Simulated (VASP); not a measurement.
# IrRh2 (P6_3/mmc) in VASP: notebook

Runs on IrRh2. Level: PBE. Tasks: single point, relaxation of cell and atoms, relaxation of shape and atoms at fixed volume.

Program: VASP 6.6.1. These are calculated values, not measurements. Logs are shortened: lines on timing, memory, paths and dates and some standing lists are left out, and cuts for length are marked.

## 1. The cell of the first run

Symmetry: P6_3/mmc, No. 194, hexagonal system. The conventional cell has a = 2.732 Å, b = 2.732 Å, c = 13.224 Å, α = 90.00°, β = 90.00°, γ = 120.00°. Ir (site symmetry -6m2) has 6 Rh at 2.70 Å and 6 Ir at 2.73 Å within 3.6 Å. Within 3.6 Å of Rh (site symmetry 3m) lie 3 Ir at 2.70 Å and 9 Rh at 2.73 Å.

## 2. Single point, PBE

INCAR reads:

```
  ALGO = Normal
  EDIFF = 1E-6
  ENCUT = 520
  GGA = PE
  ISIF = 2
  ISMEAR = 0
  LASPH = True
  LCHARG = True
  LELF = True
  LREAL = False
  LVHAR = True
  LWAVE = False
  NBANDS = 48
  NELM = 100
  PREC = Accurate
  SIGMA = 0.1
```

KPOINTS reads:

```
k-points
0
Gamma
  6 6 2
```

POSCAR reads:

```
IrRh2
1.0
    2.7318740000      0.0000000000      0.0000000000
   -1.3659370000      2.3658723000      0.0000000000
    0.0000000000      0.0000000000     13.2235247000
Ir Rh
2 4
Direct
    0.3333333000      0.6666667000      0.2500000000
    0.6666667000      0.3333333000      0.7500000000
    0.3333333000      0.6666667000      0.9159650000
    0.3333333000      0.6666667000      0.5840350000
    0.6666667000      0.3333333000      0.0840350000
    0.6666667000      0.3333333000      0.4159650000
```

Potentials or basis: VASP PAW PBE potentials, release 64 (Ir, Rh_pv).

Run with:

```sh
> cat potpaw_PBE.64/Ir/POTCAR potpaw_PBE.64/Rh_pv/POTCAR > POTCAR
> mpirun -np 1 vasp_std > vasp.out
```

OUTCAR:

```text
EDIFF = 1E-6
   ENCUT = 520
   GGA = PE
   ISIF = 2
   ISMEAR = 0
   LASPH = True
   LREAL = False
   NELM = 100
   PREC = Accurate

 ion  position               nearest neighbor table
   1  0.333  0.667  0.250-   5 2.70   6 2.70   5 2.70   6 2.70   5 2.70   6 2.70
   2  0.667  0.333  0.750-   3 2.70   4 2.70   3 2.70   4 2.70   3 2.70   4 2.70
   3  0.333  0.667  0.916-   2 2.70   2 2.70   2 2.70   5 2.73   5 2.73   5 2.73
   4  0.333  0.667  0.584-   2 2.70   2 2.70   2 2.70   6 2.73   6 2.73   6 2.73
   5  0.667  0.333  0.084-   1 2.70   1 2.70   1 2.70   3 2.73   3 2.73   3 2.73
   6  0.667  0.333  0.416-   1 2.70   1 2.70   1 2.70   4 2.73   4 2.73   4 2.73

  LATTYP: Found a hexagonal cell.
 ALAT       =     2.7318740000
 C/A-ratio  =     4.8404592232

  Lattice vectors:

 A1 = (   2.7318740000,   0.0000000000,   0.0000000000)
 A2 = (  -1.3659370000,   2.3658723000,   0.0000000000)
 A3 = (   0.0000000000,   0.0000000000,  13.2235247000)

Analysis of symmetry for initial positions (statically):
=====================================================================
 Subroutine PRICEL returns:
 Original cell was already a primitive cell.

 Routine SETGRP: Setting up the symmetry group for a
 hexagonal supercell.

 Subroutine GETGRP returns: Found 24 space group operations
 (whereof 12 operations were pure point group operations)
 out of a pool of 24 trial point group operations.

The static configuration has the point symmetry D_3d.
 The point group associated with its full space group is D_6h.

Analysis of symmetry for dynamics (positions and initial velocities):
=====================================================================
 Subroutine PRICEL returns:
 Original cell was already a primitive cell.

 Routine SETGRP: Setting up the symmetry group for a
 hexagonal supercell.

 Subroutine GETGRP returns: Found 24 space group operations
 (whereof 12 operations were pure point group operations)
 out of a pool of 24 trial point group operations.

The dynamic configuration has the point symmetry D_3d.
 The point group associated with its full space group is D_6h.

 Subroutine INISYM returns: Found 24 space group operations
 (whereof 12 operations are pure point group operations),
 and found     1 'primitive' translations

----------------------------------------------------------------------------------------
[... 90 lines left out ...]
   EDIFF  = 0.1E-05   stopping-criterion for ELM
   LREAL  =      F    real-space projection
   EDIFFG = 0.1E-04   stopping-criterion for IOM
   NSW    =      0    number of steps for IOM
   IBRION =     -1    ionic relax: 0-MD 1-quasi-New 2-CG
   NFREE  =      0    steps in history (QN), initial steepest desc. (CG)
   ISIF   =      2    stress and relaxation
   ISYM   =      2    0-nonsym 1-usesym 2-fastsym
   POTIM  = 0.5000    time-step for ionic-motion
   TEBEG  =    0.0;   TEEND  =   0.0 temperature during run
   PSTRESS=    0.0 pullay stress
   NELECT =      78.0000    total number of electrons
   NUPDOWN=      -1.0000    fix difference up-down
   EMIN   =  10.00;   EMAX   =-10.00  energy-range for DOS
   EFERMI =   0.00;   METHOD = LEGACY
   ISMEAR =     0;   SIGMA  =   0.10  broadening in eV -4-tet -1-fermi 0-gaus
   EFERMI_NEDOS =   21; number of points for ismear=-14 and -15
   IALGO  =     38    algorithm
   IMIX   =      4    mixing-type and parameters
     AMIX     =   0.40;   BMIX     =  1.00
     AMIX_MAG =   1.60;   BMIX_MAG =  1.00
  volume/ion in A,a.u.               =      14.24        96.13
  Fermi-wavevector in a.u.,A,eV,Ry     =   1.587961  3.000812 34.308746  2.521622
  Thomas-Fermi vector in A             =   2.687038
   LORBIT       =      0    0 simple, 1 ext, 2 COOP (PROOUT), +10 PAW based schemes
   GGA     = PE    functional components
   LHFCALC =     F    Hartree Fock is set to
   AEXX    =    0.0000 exact exchange contribution
   IVDW    =     0    specifies the selected vdW correction
   LEPSILON=     F    determine dielectric tensor
   LRPA    =     F    only Hartree local field effects (RPA)
 non-spin polarized calculation
 Gauss-broadening in eV      SIGMA  =   0.10
  energy-cutoff  :      520.00
  volume of cell :       85.47
 maximum number of plane-waves:      2340
   NGX = 11   NGY = 11   NGZ = 49

 number of electron      78.0000003 magnetization

 Free energy of the ion-electron system (eV)
  ---------------------------------------------------
  ext. energy  EPLUGINS =         0.00000000
  ---------------------------------------------------
  free energy    TOTEN  =       -46.46943407 eV

  energy without entropy =      -46.41160972  energy(sigma->0) =      -46.44052189

 E-fermi :  10.9300     XC(G=0): -13.8556

 val. band max:       10.9153674638   @ k =   0.1667   0.0000   0.0000
 cond. band min:      10.9445293350   @ k =   0.3333   0.1667   0.0000
 fundamental gap:      0.0291618712
 Fermi energy:        10.9300123889

 k-point     1 :       0.0000    0.0000    0.0000
  band No.  band energies     occupation
      1     -35.9971      2.00000
      2     -35.9920      2.00000
      3     -35.6812      2.00000
      4     -35.6758      2.00000
      5     -35.4836      2.00000
      6     -35.4836      2.00000
[... 703 lines left out ...]
     47      17.7090      0.00000
     48      17.7090      0.00000

------------------------ aborting loop because EDIFF is reached ----------------------------------------

  FORCE on cell =-STRESS in cart. coord.  units (eV):
  Direction    XX          YY          ZZ          XY          YZ          ZX
  --------------------------------------------------------------------------------------
  -------------------------------------------------------------------------------------
  Total        1.3786479      1.3786479     -1.8254379     -0.0000000     -0.0000000      0.0000000
  in kB       25.8442983     25.8442987    -34.2198783     -0.0000000     -0.0000000      0.0000000
  external PRESSURE =       5.8229062 kB  Pullay stress =       0.0000000 kB

 VOLUME and BASIS-vectors are now :
 -----------------------------------------------------------------------------
  energy-cutoff  :      520.00
  volume of cell :       85.47
      direct lattice vectors                 reciprocal lattice vectors
     2.731874000  0.000000000  0.000000000     0.366049093  0.211338541  0.000000000
    -1.365937000  2.365872300  0.000000000     0.000000000  0.422677082  0.000000000
     0.000000000  0.000000000 13.223524700     0.000000000  0.000000000  0.075622803

 POSITION                                       TOTAL-FORCE (eV/Angst)
 -----------------------------------------------------------------------------------
     -0.00000      1.57725      3.30588         0.000000      0.000000      0.000000
      1.36594      0.78862      9.91764         0.000000     -0.000000      0.000000
     -0.00000      1.57725     12.11229        -0.000000      0.000000     -0.053286
     -0.00000      1.57725      7.72300        -0.000000      0.000000      0.053286
      1.36594      0.78862      1.11124         0.000000     -0.000000      0.053286
      1.36594      0.78862      5.50052         0.000000      0.000000     -0.053286
 -----------------------------------------------------------------------------------
    total drift:                                0.000034     -0.000020      0.000056

  FREE ENERGIE OF THE ION-ELECTRON SYSTEM (eV)
  ---------------------------------------------------
  free  energy   TOTEN  =       -46.4694340698 eV

  energy  without entropy=      -46.4116097180  energy(sigma->0) =      -46.44052189
```

OSZICAR:

```text
N       E                     dE             d eps       ncg     rms          rms(c)
DAV:   1     0.102198582131E+04    0.10220E+04   -0.44883E+04  1384   0.182E+03
DAV:   2    -0.963316767185E+00   -0.10229E+04   -0.98919E+03  1384   0.579E+02
DAV:   3    -0.489752184771E+02   -0.48012E+02   -0.43932E+02  1520   0.133E+02
DAV:   4    -0.501638017425E+02   -0.11886E+01   -0.11821E+01  1440   0.220E+01
DAV:   5    -0.501967648299E+02   -0.32963E-01   -0.32951E-01  1768   0.354E+00    0.279E+01
DAV:   6    -0.512277725173E+02   -0.10310E+01   -0.25325E+01  1808   0.390E+01    0.275E+01
DAV:   7    -0.479429725005E+02    0.32848E+01   -0.26156E+01  1792   0.385E+01    0.122E+01
DAV:   8    -0.465870150910E+02    0.13560E+01   -0.36593E+00  1768   0.170E+01    0.253E+00
DAV:   9    -0.465295326997E+02    0.57482E-01   -0.46118E-01  1784   0.667E+00    0.350E+00
DAV:  10    -0.464750605001E+02    0.54472E-01   -0.13756E-01  1760   0.316E+00    0.752E-01
DAV:  11    -0.464737008439E+02    0.13597E-02   -0.10923E-02  1424   0.610E-01    0.638E-01
DAV:  12    -0.464694760490E+02    0.42248E-02   -0.40298E-03  1808   0.601E-01    0.101E-01
DAV:  13    -0.464694636073E+02    0.12442E-04   -0.36488E-04  1440   0.120E-01    0.551E-02
DAV:  14    -0.464694386167E+02    0.24991E-04   -0.31519E-05  1440   0.381E-02    0.260E-02
DAV:  15    -0.464694339934E+02    0.46233E-05   -0.13983E-05  1440   0.242E-02    0.616E-03
DAV:  16    -0.464694340698E+02   -0.76418E-07   -0.27167E-06  1016   0.119E-02
   1 F= -.46469434E+02 E0= -.46440522E+02  d E =-.578244E-01
```

It took 40 s on 1 thread of Intel Xeon 6975P-C (Granite Rapids), shared host; peak memory 0.21 GiB.

What came out:

```yaml
Free_energy: -46.4694 eV
Pressure: 0.6 GPa
Largest_force: 0.053 eV/Å
Band_gap_on_the_k_mesh: zero (bands 39 and 40 overlap by 2.19 eV)
```

Forces in eV/Å, atoms in the order of the input:
```
Ir   0.000  0.000  0.000
Ir   0.000  0.000  0.000
Rh   0.000  0.000 -0.053
Rh   0.000  0.000  0.053
Rh   0.000  0.000  0.053
Rh   0.000  0.000 -0.053
```

Stress tensor (GPa, compression positive):
```
 2.58  0.00  0.00
 0.00  2.58  0.00
 0.00  0.00 -3.42
```

Caveat: the k points lie up to 0.44 Å⁻¹ apart, too coarse for converged energies and pressures of a metal; spin-orbit coupling is left out, which moves the levels of the heavy elements.

## 3. Single point, PBE (12.54 Å³/atom)

This run uses another cell than the first one, of 12.54 Å³/atom.

INCAR reads:

```
ALGO = Fast
EDIFF = 1E-6
ENCUT = 520
GGA = PE
ISIF = 2
ISMEAR = 0
LASPH = True
LCHARG = False
LREAL = False
LWAVE = False
NBANDS = 48
NELM = 80
PREC = Accurate
SIGMA = 0.1
```

KPOINTS reads:

```
k-points
0
Gamma
  18 18 4
```

POSCAR reads:

```
IrRh2
1.0
    2.6166030220      0.0000000000      0.0000000000
   -1.3083015110      2.2660446886      0.0000000000
    0.0000000000      0.0000000000     12.6845644174
Ir Rh
2 4
Direct
    0.3333333333      0.6666666667      0.2500000000
    0.6666666667      0.3333333333      0.7500000000
    0.3333333333      0.6666666667      0.9168045576
    0.3333333333      0.6666666667      0.5831954424
    0.6666666667      0.3333333333      0.0831954424
    0.6666666667      0.3333333333      0.4168045576
```

Potentials or basis: VASP PAW PBE potentials, release 64 (Ir, Rh_pv).

Run with:

```sh
> cat potpaw_PBE.64/Ir/POTCAR potpaw_PBE.64/Rh_pv/POTCAR > POTCAR
> mpirun -np 1 vasp_std > vasp.out
```

Wall time 5 min (1 thread of Intel Xeon 6975P-C (Granite Rapids), shared host); peak memory 0.41 GiB.

It converged, with:

- Free energy: -45.1507 eV
- Pressure: 50.9 GPa
- Largest force: 0.044 eV/Å
- Band gap on the k mesh: zero (bands 39 and 40 overlap by 2.73 eV)

Forces on the atoms (eV/Å):
```
Ir   0.000  0.000  0.000
Ir   0.000  0.000  0.000
Rh   0.000  0.000  0.044
Rh   0.000  0.000 -0.044
Rh   0.000  0.000 -0.044
Rh   0.000  0.000  0.044
```

Stress tensor (GPa, compression positive):
```
50.83  0.00  0.00
 0.00 50.83  0.00
 0.00  0.00 50.92
```

Levels at points of the mesh, in eV from the Fermi level:
```tsv
k point	band 35	band 36	band 37	band 38	band 39	band 40	band 41	band 42
(0.00, 0.00, 0.00)	-2.79	-2.42	-2.42	-1.33	-1.33	-1.23	-1.23	-0.14
(0.50, 0.00, 0.00)	0.57	0.62	0.67	0.69	0.71	0.92	1.34	1.37
(0.00, 0.00, 0.50)	-2.05	-2.05	-2.05	-2.05	-0.95	-0.95	-0.53	-0.53
(0.50, 0.00, 0.50)	0.27	0.27	0.62	0.62	0.68	0.68	1.48	1.48
```

Caveat: the cell stands under pressure; spin-orbit coupling is left out, which moves the levels of the heavy elements.

## 4. Single point, PBE (12.96 Å³/atom)

This run uses another cell than the first one, of 12.96 Å³/atom.

INCAR reads:

```
SYSTEM = IrRh2
PREC = Accurate ; ENCUT = 520
EDIFF = 1E-6 ; ISMEAR = 0
SIGMA = 0.1 ; LREAL = .False.
LASPH = .True. ; NELM = 100
ALGO = Fast ; ISIF = 2
LWAVE = .False. ; LCHARG = .False.
GGA = PE ; NBANDS = 48
```

KPOINTS reads:

```
regular mesh
0
Gamma
  18 18 4
  0 0 0
```

POSCAR reads:

```
IrRh2
1.0
    2.6462951559      0.0000000000      0.0000000000
   -1.3231475780      2.2917588309      0.0000000000
    0.0000000000      0.0000000000     12.8242918253
Ir Rh
2 4
Direct
    0.3333333333      0.6666666667      0.2500000000
    0.6666666667      0.3333333333      0.7500000000
    0.3333333333      0.6666666667      0.9166343751
    0.3333333333      0.6666666667      0.5833656249
    0.6666666667      0.3333333333      0.0833656249
    0.6666666667      0.3333333333      0.4166343751
```

Potentials or basis: VASP PAW PBE potentials, release 64 (Ir, Rh_pv).

Run with:

```sh
> cat potpaw_PBE.64/Ir/POTCAR potpaw_PBE.64/Rh_pv/POTCAR > POTCAR
> mpirun -np 1 vasp_std > vasp.out
```

OUTCAR:

```text
SYSTEM = IrRh2
   PREC = Accurate
   ENCUT = 520
   EDIFF = 1E-6
   ISMEAR = 0
   LREAL = .False.
   LASPH = .True.
   NELM = 100
   ISIF = 2
   GGA = PE

 ion  position               nearest neighbor table
   1  0.333  0.667  0.250-   5 2.63   6 2.63   5 2.63   6 2.63   5 2.63   6 2.63
   2  0.667  0.333  0.750-   3 2.63   4 2.63   3 2.63   4 2.63   3 2.63   4 2.63
   3  0.333  0.667  0.917-   2 2.63   2 2.63   2 2.63   5 2.63   5 2.63   5 2.63
   4  0.333  0.667  0.583-   2 2.63   2 2.63   2 2.63   6 2.63   6 2.63   6 2.63
   5  0.667  0.333  0.083-   1 2.63   1 2.63   1 2.63   3 2.63   3 2.63   3 2.63
   6  0.667  0.333  0.417-   1 2.63   1 2.63   1 2.63   4 2.63   4 2.63   4 2.63

  LATTYP: Found a hexagonal cell.
 ALAT       =     2.6462951559
 C/A-ratio  =     4.8461305598

  Lattice vectors:

 A1 = (   2.6462951559,   0.0000000000,   0.0000000000)
 A2 = (  -1.3231475780,   2.2917588309,   0.0000000000)
 A3 = (   0.0000000000,   0.0000000000,  12.8242918253)

Analysis of symmetry for initial positions (statically):
=====================================================================
 Subroutine PRICEL returns:
 Original cell was already a primitive cell.

[... 185 lines left out ...]
 fundamental gap:      0.0132302998
 Fermi energy:        12.7662743607

 k-point     1 :       0.0000    0.0000    0.0000
  band No.  band energies     occupation
      1     -34.6119      2.00000
      2     -34.6027      2.00000
      3     -34.1544      2.00000
      4     -34.1447      2.00000
      5     -33.9736      2.00000
      6     -33.9736      2.00000
[... 1213 lines left out ...]
     47      17.6200      0.00000
     48      19.4307      0.00000

 [... further k-points ...]

------------------------ aborting loop because EDIFF is reached ----------------------------------------

  FORCE on cell =-STRESS in cart. coord.  units (eV):
  Direction    XX          YY          ZZ          XY          YZ          ZX
  --------------------------------------------------------------------------------------
  -------------------------------------------------------------------------------------
  Total       16.7398234     16.7398234     16.7670452     -0.0000000      0.0000000      0.0000000
  in kB      344.8425648    344.8425648    345.4033368     -0.0000000      0.0000000      0.0000000
  external PRESSURE =     345.0294888 kB  Pullay stress =       0.0000000 kB

 VOLUME and BASIS-vectors are now :
 -----------------------------------------------------------------------------
  energy-cutoff  :      520.00
  volume of cell :       77.78
      direct lattice vectors                 reciprocal lattice vectors
     2.646295156  0.000000000  0.000000000     0.377886797  0.218173044  0.000000000
    -1.323147578  2.291758831  0.000000000     0.000000000  0.436346088  0.000000000
     0.000000000  0.000000000 12.824291825     0.000000000  0.000000000  0.077977015

 POSITION                                       TOTAL-FORCE (eV/Angst)
 -----------------------------------------------------------------------------------
     -0.00000      1.52784      3.20607         0.000000      0.000000      0.000000
      1.32315      0.76392      9.61822        -0.000000      0.000000      0.000000
     -0.00000      1.52784     11.75519        -0.000000     -0.000000      0.036116
     -0.00000      1.52784      7.48125        -0.000000      0.000000     -0.036116
      1.32315      0.76392      1.06911         0.000000     -0.000000     -0.036116
      1.32315      0.76392      5.34304         0.000000      0.000000      0.036116
 -----------------------------------------------------------------------------------
    total drift:                               -0.000000      0.000000     -0.000000

  FREE ENERGIE OF THE ION-ELECTRON SYSTEM (eV)
  ---------------------------------------------------
  free  energy   TOTEN  =       -45.8308817686 eV

  energy  without entropy=      -45.7970357160  energy(sigma->0) =      -45.81395874
```

stdout:

```text
POSCAR found type information on POSCAR IrRh
 POSCAR found :  2 types and       6 ions
 scaLAPACK will be used
 LDA part: xc-table for (Slater+PW92), standard interpolation
 POSCAR, INCAR and KPOINTS ok, starting setup
 FFT: planning ... GRIDC
 FFT: planning ... GRID_SOFT
 FFT: planning ... GRID
 WAVECAR not read
 entering main loop
```

Run time: 4.8 min. Hardware: 1 thread of Intel Xeon 6975P-C (Granite Rapids), shared host; peak memory 0.43 GiB.

Results:

* Free energy: -45.8309 eV
* Pressure: 34.5 GPa
* Largest force: 0.036 eV/Å
* Band gap on the k mesh: zero (bands 39 and 40 overlap by 2.59 eV)

Forces on the atoms (eV/Å):
```
Ir   0.000  0.000  0.000
Ir   0.000  0.000  0.000
Rh   0.000  0.000  0.036
Rh   0.000  0.000 -0.036
Rh   0.000  0.000 -0.036
Rh   0.000  0.000  0.036
```

Levels at points of the mesh, in eV from the Fermi level:
```csv
k point,band 36,band 37,band 38,band 39,band 40,band 41
"(0.00, 0.00, 0.00)",-2.30,-2.30,-1.26,-1.26,-1.18,-1.18
"(0.50, 0.00, 0.00)",0.60,0.63,0.65,0.68,0.86,1.29
"(0.00, 0.00, 0.50)",-1.94,-1.94,-1.94,-0.88,-0.88,-0.51
"(0.50, 0.00, 0.50)",0.25,0.58,0.58,0.64,0.64,1.38
```

Caveat: the cell stands under pressure; spin-orbit coupling is left out, which moves the levels of the heavy elements.

(Part 1 of 2 ends here.)

The gap in the log of VASP goes by the Fermi energy; the results here count the filled bands.